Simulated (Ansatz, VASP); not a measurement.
P: VASP beside Ansatz

INCAR

```
PREC = Accurate ; ENCUT = 500
EDIFF = 1E-6 ; ISMEAR = -1
SIGMA = 0.15 ; LREAL = False
LASPH = True ; NELM = 120
ALGO = Normal ; ISIF = 2
LWAVE = False ; LCHARG = True
GGA = LIBXC ; LIBXC1 = GGA_X_PBE
LIBXC2 = LDA_C_PW ; LELF = True
LVHAR = True ; NBANDS = 18
GGA_COMPAT = False
```

The input KPOINTS:

```
regular mesh
0
Gamma
  8 8 6
```

File POSCAR:

```
P
1.0
    1.6366841122     -5.4283585144      0.0000000000
    1.6366841122      5.4283585144      0.0000000000
    0.0000000000      0.0000000000      4.5131404726
P
4
Direct
    0.9041431300      0.0958568700      0.5888151700
    0.0958568700      0.9041431300      0.4111848300
    0.5958568700      0.4041431300      0.0888151700
    0.4041431300      0.5958568700      0.9111848300
```

File input.yaml:

```yaml
crystal:
  lattice:
    - [1.6366841122, -5.4283585144, 0.0]
    - [1.6366841122, 5.4283585144, 0.0]
    - [0.0, 0.0, 4.5131404726]
  atoms:
    - { symbol: P, position: [0.90414313, 0.09585687, 0.58881517] }
    - { symbol: P, position: [0.09585687, 0.90414313, 0.41118483] }
    - { symbol: P, position: [0.59585687, 0.40414313, 0.08881517] }
    - { symbol: P, position: [0.40414313, 0.59585687, 0.91118483] }
kpoints:
  mp_grid: { grid: [8, 8, 6] }
scf:
  occupations: { method: fermi_dirac, width: 0.15 }
hamiltonian:
  xc: { exchange: pbe, correlation: lda }
  pseudopotentials: { kind: all_electron, lapw: { basis_error: 0.0005 } }
output:
  forces: true
  stress: true
  eigenvalues: true
```

Change from the starting cell: volume scaled by 0.98.

Alike in both runs: task single point; functional pbe exchange, lda correlation; k mesh 8 × 8 × 6; occupations fermi-dirac, width 0.15 eV; no spin polarisation.

|  | VASP | Ansatz |
| --- | --- | --- |
| version | VASP 6.6.1 | Ansatz 0.2.0 |
| potentials or method | VASP PAW PBE potentials, release 64 (P), cutoff 500 eV | all-electron LAPW, scalar-relativistic |

Ansatz gave:

```
pressure (GPa)                                                : 9.7
traceless stress, the component that is largest in VASP (GPa) : -1.18
rms of the force components (eV/Å)                            : 0.344
```

Q: What did VASP give for the same quantities?

A: Pressure (GPa): 9.3; traceless stress, the component that is largest in VASP (GPa): -1.10; rms of the force components (eV/Å): 0.309.

VASP's potentials were made for PBE, not for pbe exchange, lda correlation. Atom by atom the forces differ by 0.035 eV/Å (rms over components). Ansatz ran all-electron here, and VASP with PAW potentials.
